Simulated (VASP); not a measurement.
Set up this calculation in VASP 6.6.1, as the native input.

```yaml
Task: single point
Functional: PBE
Potentials_or_basis: VASP PAW PBE potentials, release 64 (Pb_d, S)
Cutoff: 500 eV
k_mesh: 6 × 6 × 6
Occupations: fermi-dirac, width 0.02 eV
Spin: no spin polarisation
Dipole_correction: no
Further_INCAR_settings: ALGO = Normal; EDIFF = 1e-06; NBANDS = 17
```

The structure of PbS lies in POSCAR:

```
PbS
1.0
    0.0000000000      3.2392492259      3.4113851568
    3.2392492259      0.0000000000      3.4113851568
    3.2392492259      3.2392492259      0.0000000000
Pb S
1 1
Direct
    0.0000000000      0.0000000000      0.0000000000
    0.2500000000      0.2500000000      0.2500000000
```

This cell differs from its parent crystal: epitaxial xy strain -1.9%.

One way to write it, as run:

INCAR

```
SYSTEM = PbS
PREC = Accurate
ENCUT = 500
EDIFF = 1E-6
ISMEAR = -1
SIGMA = 0.02
LREAL = .FALSE.
LASPH = .TRUE.
NELM = 120
ALGO = Normal
ISIF = 2
LWAVE = .FALSE.
LCHARG = .FALSE.
GGA = PE
NBANDS = 17
GGA_COMPAT = .FALSE.
```

KPOINTS

```
regular mesh
0
G
  6 6 6
  0 0 0
```

Potentials or basis: VASP PAW PBE potentials, release 64 (Pb_d, S).

Launch:

```bash
$ cat potpaw_PBE.64/Pb_d/POTCAR potpaw_PBE.64/S/POTCAR > POTCAR
$ mpirun -np 1 vasp_std > vasp.out
```

Results of the run:

| Property | Result |
| --- | --- |
| Pressure | 0.8 GPa |
| Band gap on the k mesh | 0.76 eV (least direct gap 1.23 eV) |

Caveat: the cell differs from its parent crystal (epitaxial xy strain -1.9%); the structure was generated, so it needn't be the stable form of PbS; spin-orbit coupling is left out, which moves the levels of the heavy elements.

It took 35 s on 1 thread of Intel Xeon 8259CL (shared host), peak memory 0.21 GiB.
